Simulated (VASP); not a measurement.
TmI4:

```
Tm I
1.0
     6.07912    0.00000    0.00000
     0.00000    6.07912    0.00000
     0.00000    0.00000    6.07912
Tm I
1 4
Direct
  0.00000 0.00000 0.00000
  0.25000 0.25000 0.25000
  0.75000 0.75000 0.25000
  0.25000 0.75000 0.75000
  0.75000 0.25000 0.75000
```

The cell was generated, and may not be a known phase.

- Program: VASP 6.6.1
- Task: relaxation of cell and atoms
- Functional: PBE
- Potentials or basis: VASP PAW PBE potentials, release 64 (Tm_3, I), 4f in core
- Cutoff: 500 eV
- k mesh: 3 × 3 × 3
- Occupations: gaussian, width 0.2 eV
- Spin: no spin polarisation

At the start: pressure 6.1 GPa; volume 44.93 Å³/atom.

Question: How do energy, volume and symmetry change on relaxing?

Answer: Over 3 steps the energy falls by 182.1 meV/atom and the volume is 52.66 Å³/atom (+17.2 %); space group P-43m (No. 215, to 0.1 Å) before and after.

Step by step:
```tsv
step	energy change (eV)	largest force (eV/Å)	pressure (GPa)	volume (Å³)
1	0.0000	2.1884	6.12	224.66
2	-0.7353	0.7029	-1.61	285.24
3	-0.9105	0.0393	0.01	263.28
```

Final structure:
```
Tm I
1.0
     6.40926    0.00000    0.00000
     0.00000    6.40926    0.00000
     0.00000    0.00000    6.40926
Tm I
1 4
Direct
  0.00000 0.00000 0.00000
  0.25684 0.25684 0.25684
  0.74316 0.74316 0.25684
  0.25684 0.74316 0.74316
  0.74316 0.25684 0.74316
```

Caveat: the volume moved by over 15 % at a fixed basis, so the end points are rough; an odd number of electrons without spin polarisation forces a metal; a magnetic or distorted state may lie lower; the run has no spin polarisation, though such a crystal can be magnetic.
